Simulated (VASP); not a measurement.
# H2Se (P-3m1) in VASP: relaxation of cell and atoms with PBE+D3(BJ)

Aim: the relaxation of cell and atoms of H2Se with PBE+D3(BJ).

All numbers are computed with VASP 6.6.1; they aren't measurements. Logs are shortened: lines on timing, memory, paths and dates and some standing lists are left out, and cuts for length are marked.

### Step 1. The cell of the first run

It takes space group P-3m1 (No. 164, trigonal). The conventional cell has a = 3.248 Å, b = 3.248 Å, c = 3.854 Å, α = 90.00°, β = 90.00°, γ = 120.00°. Within 2.6 Å of H (site symmetry 3m) lie 3 Se at 1.96 Å and 3 H at 2.20 Å. Within 2.6 Å of Se (site symmetry -3m) lie 6 H at 1.96 Å.

The cell was built from a structure type or drawn by symmetry, and may not be a known phase.

### Step 2. Relaxation of cell and atoms, PBE+D3(BJ)

INCAR

```
ALGO = Normal
EDIFF = 1E-6
EDIFFG = -0.01
ENCUT = 600
GGA = PE
IBRION = 2
ISIF = 3
ISMEAR = 0
IVDW = 12
LASPH = T
LCHARG = F
LREAL = F
LWAVE = F
NELM = 60
NSW = 100
PREC = Accurate
SIGMA = 0.1
```

KPOINTS

```
k-points
0
Gamma
  18 18 12
```

POSCAR

```
H2Se
1.0
    3.2479784327      0.0000000000      0.0000000000
   -1.6239892164      2.8128318337      0.0000000000
    0.0000000000      0.0000000000      3.8538233775
H Se
2 1
Direct
    0.3333333333      0.6666666667      0.1497628017
    0.6666666667      0.3333333333      0.8502371983
    0.0000000000      0.0000000000      0.0000000000
```

Potentials or basis: VASP PAW PBE potentials, release 64 (H, Se).

The run is started by

```bash
$ cat potpaw_PBE.64/H/POTCAR potpaw_PBE.64/Se/POTCAR > POTCAR
$ mpirun -np 1 vasp_std > vasp.out
```

OUTCAR:

```text
EDIFF = 1E-6
   EDIFFG = -0.01
   ENCUT = 600
   GGA = PE
   IBRION = 2
   ISIF = 3
   ISMEAR = 0
   IVDW = 12
   LASPH = T
   LREAL = F
   NELM = 60
   NSW = 100
   PREC = Accurate
 IVDW          = 12

 ion  position               nearest neighbor table
   1  0.333  0.667  0.150-
   2  0.667  0.333  0.850-
   3  0.000  0.000  0.000-

  LATTYP: Found a hexagonal cell.
 ALAT       =     3.2479784327
 C/A-ratio  =     1.1865298546

  Lattice vectors:

 A1 = (   3.2479784327,   0.0000000000,   0.0000000000)
 A2 = (  -1.6239892164,   2.8128318337,   0.0000000000)
 A3 = (   0.0000000000,   0.0000000000,   3.8538233775)

Analysis of symmetry for initial positions (statically):
=====================================================================
 Subroutine PRICEL returns:
 Original cell was already a primitive cell.

 Routine SETGRP: Setting up the symmetry group for a
 hexagonal supercell.

 Subroutine GETGRP returns: Found 12 space group operations
 (whereof 12 operations were pure point group operations)
 out of a pool of 24 trial point group operations.

The static configuration has the point symmetry D_3d.

Analysis of symmetry for dynamics (positions and initial velocities):
=====================================================================
 Subroutine PRICEL returns:
 Original cell was already a primitive cell.

 Routine SETGRP: Setting up the symmetry group for a
 hexagonal supercell.

 Subroutine GETGRP returns: Found 12 space group operations
 (whereof 12 operations were pure point group operations)
 out of a pool of 24 trial point group operations.

The dynamic configuration has the point symmetry D_3d.

 Subroutine INISYM returns: Found 12 space group operations
 (whereof 12 operations are pure point group operations),
 and found     1 'primitive' translations

----------------------------------------------------------------------------------------

                                     Primitive cell

  volume of cell :      35.2086

  direct lattice vectors                    reciprocal lattice vectors
     3.247978433  0.000000000  0.000000000     0.307883818  0.177756805  0.000000000
    -1.623989216  2.812831834  0.000000000     0.000000000  0.355513610  0.000000000
     0.000000000  0.000000000  3.853823377     0.000000000  0.000000000  0.259482571

  length of vectors
     3.247978433  3.247978433  3.853823377     0.355513610  0.355513610  0.259482571

  position of ions in fractional coordinates (direct lattice)
     0.333333333  0.666666667  0.149762802
     0.666666667  0.333333333  0.850237198
     0.000000000  0.000000000  0.000000000

  ion indices of the primitive-cell ions
   primitive index   ion index
                 1           1
                 2           2
                 3           3

----------------------------------------------------------------------------------------

 KPOINTS: k-points

Automatic generation of k-mesh.
 Grid dimensions read from file:
 generate k-points for:   18   18   12

 Generating k-lattice:

  Cartesian coordinates                     Fractional coordinates (reciprocal lattice)
     0.017104657  0.009875378  0.000000000     0.055555556 -0.000000000  0.000000000
     0.000000000  0.019750756  0.000000000     0.000000000  0.055555556  0.000000000
     0.000000000  0.000000000  0.021623548     0.000000000  0.000000000  0.083333333

  Length of vectors
     0.019750756  0.019750756  0.021623548

  Shift w.r.t. Gamma in fractional coordinates (k-lattice)
     0.000000000  0.000000000  0.000000000

 Subroutine IBZKPT returns following result:
 ===========================================

 Found    394 irreducible k-points:

 Following reciprocal coordinates:
            Coordinates               Weight
  0.000000  0.000000  0.000000      1.000000
  0.055556  0.000000  0.000000      6.000000
  0.111111  0.000000  0.000000      6.000000
  0.166667  0.000000  0.000000      6.000000
  0.222222  0.000000  0.000000      6.000000
  0.277778  0.000000  0.000000      6.000000
[... 16 lines left out ...]
  0.333333  0.111111  0.000000     12.000000
  0.388889  0.111111  0.000000     12.000000
 [... further k-points ...]
   k-points           NKPTS =    394   k-points in BZ     NKDIM =    394   number of bands    NBANDS=      8
   number of dos      NEDOS =    301   number of ions     NIONS =      3
   total plane-waves  NPLWV =  25088
   dimension x,y,z NGX =    28 NGY =   28 NGZ =   32
   dimension x,y,z NGXF=    56 NGYF=   56 NGZF=   64
   ions per type =               2   1
   NGX,Y,Z   is equivalent  to a cutoff of  14.33, 14.33, 13.80 a.u.
   NGXF,Y,Z  is equivalent  to a cutoff of  28.66, 28.66, 27.61 a.u.
 SYSTEM =  unknown system
   PREC   = accura    normal or accurate (medium, high low for compatibility)
   ISTART =      0    job   : 0-new  1-cont  2-samecut
   ICHARG =      2    charge: 1-file 2-atom 10-const
   ISPIN  =      1    spin polarized calculation?
   LNONCOLLINEAR =      F non collinear calculations
   LSORBIT =      F    spin-orbit coupling
   LASPH  =      T    aspherical Exc in radial PAW
   ENCUT  =  600.0 eV  44.10 Ry    6.64 a.u.   6.49  6.49  7.70*2*pi/ulx,y,z
   NELM   =     60;   NELMIN=  2; NELMDL= -5     # of ELM steps
   EDIFF  = 0.1E-05   stopping-criterion for ELM
   LREAL  =      F    real-space projection
   EDIFFG = -.1E-01   stopping-criterion for IOM
   NSW    =    100    number of steps for IOM
   IBRION =      2    ionic relax: 0-MD 1-quasi-New 2-CG
   NFREE  =      1    steps in history (QN), initial steepest desc. (CG)
   ISIF   =      3    stress and relaxation
   ISYM   =      2    0-nonsym 1-usesym 2-fastsym
   POTIM  = 0.5000    time-step for ionic-motion
   TEBEG  =    0.0;   TEEND  =   0.0 temperature during run
   PSTRESS=    0.0 pullay stress
   NELECT =       8.0000    total number of electrons
   NUPDOWN=      -1.0000    fix difference up-down
   EMIN   =  10.00;   EMAX   =-10.00  energy-range for DOS
   EFERMI =   0.00;   METHOD = LEGACY
   ISMEAR =     0;   SIGMA  =   0.10  broadening in eV -4-tet -1-fermi 0-gaus
   EFERMI_NEDOS =   21; number of points for ismear=-14 and -15
   IALGO  =     38    algorithm
   IMIX   =      4    mixing-type and parameters
     AMIX     =   0.40;   BMIX     =  1.00
     AMIX_MAG =   1.60;   BMIX_MAG =  1.00
  volume/ion in A,a.u.               =      11.74        79.20
  Fermi-wavevector in a.u.,A,eV,Ry     =   0.998976  1.887792 13.577988  0.997954
  Thomas-Fermi vector in A             =   2.131236
   LORBIT       =      0    0 simple, 1 ext, 2 COOP (PROOUT), +10 PAW based schemes
   GGA     = PE    functional components
   LHFCALC =     F    Hartree Fock is set to
   AEXX    =    0.0000 exact exchange contribution
   IVDW    =    12    specifies the selected vdW correction
   LEPSILON=     F    determine dielectric tensor
   LRPA    =     F    only Hartree local field effects (RPA)
 conjugate gradient relaxation of ions
 non-spin polarized calculation
 Gauss-broadening in eV      SIGMA  =   0.10
  energy-cutoff  :      600.00
  volume of cell :       35.21
 maximum number of plane-waves:      1204
 NGX is ok and might be reduce to    28
   NGX = 13   NGY = 13   NGZ = 15

--------------------------------------- Ionic step        1  -------------------------------------------

 number of electron       8.0000000 magnetization

 Free energy of the ion-electron system (eV)
  ---------------------------------------------------
  ext. energy  EPLUGINS =         0.00000000
  ---------------------------------------------------
  free energy    TOTEN  =        -8.26527263 eV

  energy without entropy =       -8.26221265  energy(sigma->0) =       -8.26374264

------------------------ aborting loop because EDIFF is reached ----------------------------------------

 Edisp (eV)   -0.42817

 E8    (eV) :    -0.1481

  FORCE on cell =-STRESS in cart. coord.  units (eV):
  Direction    XX          YY          ZZ          XY          YZ          ZX
  --------------------------------------------------------------------------------------
  -------------------------------------------------------------------------------------
  Total       0.13189     0.13189     0.05350    -0.00000     0.00000    -0.00000
  in kB       6.00151     6.00151     2.43474    -0.00000     0.00000    -0.00000
  external pressure =        4.81 kB  Pullay stress =        0.00 kB

 VOLUME and BASIS-vectors are now :
 -----------------------------------------------------------------------------
  energy-cutoff  :      600.00
  volume of cell :       35.21
      direct lattice vectors                 reciprocal lattice vectors
     3.247978433  0.000000000  0.000000000     0.307883818  0.177756805  0.000000000
    -1.623989216  2.812831834  0.000000000     0.000000000  0.355513610  0.000000000
     0.000000000  0.000000000  3.853823377     0.000000000  0.000000000  0.259482571
[... 247 lines left out ...]
 POSITION                                       TOTAL-FORCE (eV/Angst)
 -----------------------------------------------------------------------------------
     -0.00000      1.88186      0.56264        -0.000000     -0.000000      0.008555
      1.62974      0.94093      3.33227         0.000000      0.000000     -0.008555
      0.00000      0.00000     -0.00000         0.000000     -0.000000      0.000000
 -----------------------------------------------------------------------------------
    total drift:                                0.000000      0.000000     -0.000000

  FREE ENERGIE OF THE ION-ELECTRON SYSTEM (eV)
  ---------------------------------------------------
  free  energy   TOTEN  =        -8.6947257339 eV

  energy  without entropy=       -8.6913830868  energy(sigma->0) =       -8.69305441

--------------------------------------- Ionic step        8  -------------------------------------------

 number of electron       8.0000000 magnetization

 Free energy of the ion-electron system (eV)
  ---------------------------------------------------
  ext. energy  EPLUGINS =         0.00000000
  ---------------------------------------------------
  free energy    TOTEN  =        -8.27615558 eV

  energy without entropy =       -8.27282358  energy(sigma->0) =       -8.27448958

 E-fermi :   2.1915     XC(G=0):  -8.7934

 val. band max:        2.1849798742   @ k =  -0.0556   0.4444   0.3333
 cond. band min:       2.1994634483   @ k =   0.1111   0.0556   0.0833
 fundamental gap:      0.0144835741
 Fermi energy:         2.1915455629

 k-point     1 :       0.0000    0.0000    0.0000
  band No.  band energies     occupation
      1     -13.3422      2.00000
      2      -1.8012      2.00000
      3       2.8450      0.00000
      4       2.8450      0.00000
      5       3.5550      0.00000
      6       5.9566      0.00000
      7       6.0942      0.00000
      8      11.3369      0.00000

 k-point     2 :       0.0556    0.0000    0.0000
  band No.  band energies     occupation
      1     -13.2930      2.00000
      2      -1.7658      2.00000
      3       1.8555      2.00000
      4       2.7672      0.00000
      5       4.4297      0.00000
      6       5.7284      0.00000
      7       6.1960      0.00000
      8      11.5198      0.00000
[... 221 lines left out ...]
 k-point    23 :       0.3333    0.1111    0.0000
  band No.  band energies     occupation
      1     -11.1229      2.00000
      2      -5.3689      2.00000
      3      -1.4503      2.00000
      4       1.1050      2.00000
      5       3.6092      0.00000
      6       8.5505      0.00000
      7       9.5872      0.00000
      8      10.2240      0.00000

 k-point    24 :       0.3889    0.1111    0.0000
  band No.  band energies     occupation
      1     -10.7453      2.00000
      2      -6.0155      2.00000
      3      -1.5324      2.00000
      4       1.3567      2.00000
      5       3.2609      0.00000
      6       9.1690      0.00000
      7       9.7957      0.00000
      8       9.9212      0.00000

 [... further k-points ...]

------------------------ aborting loop because EDIFF is reached ----------------------------------------

 Edisp (eV)   -0.41863

 E8    (eV) :    -0.1446

  FORCE on cell =-STRESS in cart. coord.  units (eV):
  Direction    XX          YY          ZZ          XY          YZ          ZX
  --------------------------------------------------------------------------------------
  -------------------------------------------------------------------------------------
  Total      -0.00165    -0.00165     0.01875     0.00000     0.00000    -0.00000
  in kB      -0.07346    -0.07346     0.83653     0.00000     0.00000    -0.00000
  external pressure =        0.23 kB  Pullay stress =        0.00 kB

 VOLUME and BASIS-vectors are now :
 -----------------------------------------------------------------------------
  energy-cutoff  :      600.00
  volume of cell :       35.91
      direct lattice vectors                 reciprocal lattice vectors
     3.259363166 -0.000000000  0.000000000     0.306808401  0.177135913  0.000000000
    -1.629681583  2.822691302 -0.000000000     0.000000000  0.354271825  0.000000000
    -0.000000000 -0.000000000  3.902882588    -0.000000000  0.000000000  0.256220877

 POSITION                                       TOTAL-FORCE (eV/Angst)
 -----------------------------------------------------------------------------------
     -0.00000      1.88179      0.56409        -0.000000     -0.000000      0.004126
      1.62968      0.94090      3.33880         0.000000      0.000000     -0.004126
     -1.62968      2.82269     -0.00000        -0.000000      0.000000      0.000000
 -----------------------------------------------------------------------------------
    total drift:                               -0.000000      0.000000      0.000000

  FREE ENERGIE OF THE ION-ELECTRON SYSTEM (eV)
  ---------------------------------------------------
  free  energy   TOTEN  =        -8.6947847326 eV

  energy  without entropy=       -8.6914527361  energy(sigma->0) =       -8.69311873

 reached required accuracy - stopping structural energy minimisation
```

Wall time 6.1 min (1 thread of Intel Xeon Platinum 8488C (Sapphire Rapids), shared host); peak memory 0.31 GiB.

Results:

```yaml
Free_energy: -8.6948 eV
Relaxed_volume: 11.97 Å³/atom
Relaxed_cell: a = 3.259 Å, b = 3.259 Å, c = 3.903 Å, α = 90.00°, β = 90.00°, γ = 120.00°
Space_group_after_relaxing_to_0.1_Å: P-3m1 (No. 164)
Energy_gained_by_relaxing: 0.4 meV/atom
Ionic_steps: 8
Pressure_after_relaxing: 0.0 GPa
Largest_force_after_relaxing: 0.004 eV/Å
Band_gap_on_the_k_mesh: zero (bands 4 and 5 overlap by 1.92 eV)
Dispersion_energy_per_atom: -0.140 eV
```

Forces on the atoms (eV/Å):
```
H    0.000  0.000  0.004
H    0.000  0.000 -0.004
Se   0.000  0.000  0.000
```

The path:
| step | energy change (eV) | largest force (eV/Å) | pressure (GPa) | volume (Å³) |
| --- | --- | --- | --- | --- |
| 1 | 0.0000 | 0.0258 | 0.48 | 35.21 |
| 2 | -0.0004 | 0.0296 | 0.15 | 35.39 |
| 3 | -0.0005 | 0.0315 | -0.02 | 35.48 |
| 4 | -0.0006 | 0.0274 | 0.00 | 35.51 |
| 5 | -0.0010 | 0.0147 | 0.01 | 35.63 |
| 6 | -0.0013 | 0.0106 | 0.05 | 35.86 |
| 7 | -0.0013 | 0.0086 | 0.05 | 35.84 |
| 8 | -0.0013 | 0.0041 | 0.02 | 35.91 |

Final structure:
```
CELL_PARAMETERS angstrom
3.25936 0.00000 0.00000
-1.62968 2.82269 0.00000
0.00000 0.00000 3.90288
ATOMIC_POSITIONS crystal
H 0.33333 0.66667 0.14453
H 0.66667 0.33333 0.85547
Se 0.00000 0.00000 0.00000
```

Levels at points of the mesh, in eV from the Fermi level:
| k point | band 2 | band 3 | band 4 | band 5 | band 6 | band 7 |
| --- | --- | --- | --- | --- | --- | --- |
| (0.00, 0.00, 0.00) | -3.99 | 0.65 | 0.65 | 1.36 | 3.77 | 3.90 |
| (0.50, 0.00, 0.00) | -8.61 | -1.66 | -1.18 | -0.79 | 6.97 | 7.77 |
| (0.00, 0.00, 0.50) | -5.77 | 0.79 | 0.79 | 1.76 | 3.51 | 9.30 |
| (0.50, 0.00, 0.50) | -8.37 | -2.41 | -1.95 | -1.00 | 4.32 | 7.36 |
